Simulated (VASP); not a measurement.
## Hf: single point with BLYP+D3(BJ)

Hf:

```
Hf
1.0
     3.14563    0.00000    0.00000
    -1.57281    2.72419    0.00000
     0.00000    0.00000    4.97703
Hf
2
Cartesian
  1.5728 0.9081 3.7328
  0.0000 1.8161 1.2443
```

```json
{"Program": "VASP 6.6.1", "Task": "single point", "Functional": "BLYP", "Dispersion": "D3(BJ)", "Potentials or basis": "VASP PAW PBE potentials, release 64 (Hf_pv)", "Cutoff": "520 eV", "k mesh": "10 × 10 × 5", "Occupations": "fermi-dirac, width 0.05 eV", "Spin": "no spin polarisation"}
```

| Item | Value |
| --- | --- |
| Pressure | 0.1 GPa |
| Band gap on the k mesh | zero (band 10 reaches 6.88 eV, above the bottom of band 11 at 5.42 eV) |
| Dispersion energy per atom | -1.183 eV |

Levels at points of the mesh, in eV from the Fermi level:
```tsv
k point	band 7	band 8	band 9	band 10	band 11	band 12	band 13	band 14
(0.00, 0.00, 0.00)	-7.37	-3.81	1.07	1.12	1.12	1.41	1.98	1.98
(0.50, 0.00, 0.00)	-3.36	-2.90	-2.35	-0.56	0.72	0.96	1.78	6.05
```

Run time: 16 s on 1 thread of Intel(R) Xeon(R) 6975P-C (Granite Rapids) (shared host), peak memory 0.17 GiB.

Caveat: the PAW data sets were made with another functional, which shifts forces and pressure a little; spin-orbit coupling is left out, which moves the levels of the heavy elements; pairwise dispersion overbinds metals, which lowers pressure and volume.
